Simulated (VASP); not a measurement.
Set up this calculation in VASP 6.6.1, as the native input.

```
Task                   : single point
Functional             : PBE
Potentials or basis    : VASP PAW PBE potentials, release 64 (Al, Ni)
Cutoff                 : 520 eV
k mesh                 : 16 × 16 × 16
Occupations            : gaussian, width 0.15 eV
Spin                   : no spin polarisation
Dipole correction      : no
Further INCAR settings : ALGO = Fast; EDIFF = 1e-06; NBANDS = 14
```

The structure of AlNi lies in POSCAR:

```
AlNi
1.0
    2.8927237805      0.0000000000      0.0000000000
    0.0000000000      2.8927237805      0.0000000000
    0.0000000000      0.0000000000      2.8927237805
Al Ni
1 1
Direct
   -0.0138277980     -0.0138277980      0.0000000000
    0.5063566817      0.5063566817      0.5000000000
```

This cell differs from its parent crystal: atoms displaced along a vibrational mode.

These files were run (other wordings do the same):

INCAR

```
PREC = Accurate
ENCUT = 520
EDIFF = 1E-6
ISMEAR = 0
SIGMA = 0.15
LREAL = F
LASPH = T
NELM = 60
ALGO = Fast
ISIF = 2
LWAVE = F
LCHARG = F
GGA = PE
NBANDS = 14
```

KPOINTS

```
Automatic mesh
0
Gamma
  16 16 16
```

Potentials or basis: VASP PAW PBE potentials, release 64 (Al, Ni).

Run with:

```console
$ cat potpaw_PBE.64/Al/POTCAR potpaw_PBE.64/Ni/POTCAR > POTCAR
$ mpirun -np 1 vasp_std > vasp.out
```

Results of the run:

The pressure is 0.4 GPa, the largest force is 0.476 eV/Å and the band gap on the k mesh is zero (an odd number of electrons rules out a gap without spin polarisation).

Caveat: the cell differs from its parent crystal (atoms displaced along a vibrational mode).

Run time: 2.4 min on 1 thread of Intel(R) Xeon(R) Platinum 8259CL CPU @ 2.50GHz (Skylake/Cascade Lake), on a shared host, peak memory 0.33 GiB.
